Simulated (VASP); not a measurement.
Write the native input for VASP 6.6.1 that does the following.

| Quantity | Value |
| --- | --- |
| Task | single point |
| Functional | PBEsol |
| Potentials or basis | VASP PAW PBE potentials, release 64 (Tl_d, Ga_d, I) |
| Cutoff | 520 eV |
| k mesh | 4 × 4 × 4 |
| Occupations | fermi-dirac, width 0.03 eV |
| Spin | no spin polarisation |
| Dipole correction | no |
| Further INCAR settings | ALGO = Normal; EDIFF = 1e-07; NBANDS = 44 |

The structure of TlGaI6 lies in POSCAR:

```
TlGaI6
1.0
    3.5633437248      2.0572974604      6.5467472278
   -3.5633437248      2.0572974604      6.5467472278
    0.0000000000     -4.1145949158      6.5467472294
Tl Ga I
1 1 6
Direct
    0.5000000000      0.5000000000      0.5000000000
    0.0000000000      0.0000000000      0.0000000000
    0.5899976987      0.9385826396      0.2342996412
    0.9385826396      0.2342996412      0.5899976987
    0.7657003588      0.4100023013      0.0614173604
    0.0614173604      0.7657003588      0.4100023013
    0.4100023013      0.0614173604      0.7657003588
    0.2342996412      0.5899976987      0.9385826396
```

These files were run (other wordings do the same):

INCAR

```
SYSTEM = TlGaI6
  PREC = Accurate
  ENCUT = 520
  EDIFF = 1E-7
  ISMEAR = -1
  SIGMA = 0.03
  LREAL = .FALSE.
  LASPH = .TRUE.
  NELM = 60
  ALGO = Normal
  ISIF = 2
  LWAVE = .FALSE.
  LCHARG = .FALSE.
  GGA = PS
  NBANDS = 44
```

KPOINTS

```
Automatic mesh
0
G
  4 4 4
  0 0 0
```

Potentials or basis: VASP PAW PBE potentials, release 64 (Tl_d, Ga_d, I).

The run is started by

```console
$ cat potpaw_PBE.64/Tl_d/POTCAR potpaw_PBE.64/Ga_d/POTCAR potpaw_PBE.64/I/POTCAR > POTCAR
$ mpirun -np 1 vasp_std > vasp.out
```

It gave:

```
Pressure               : 0.0 GPa
Largest force          : 0.005 eV/Å
Band gap on the k mesh : 0.09 eV, indirect (least direct gap 0.15 eV)
```

Caveat: the PAW data sets were made with another functional, which shifts forces and pressure a little; spin-orbit coupling is left out, which moves the levels of the heavy elements.

Run time: 2.9 min on 1 thread of Intel(R) Xeon(R) 6975P-C (Granite Rapids), with other jobs on the host, peak memory 0.55 GiB.
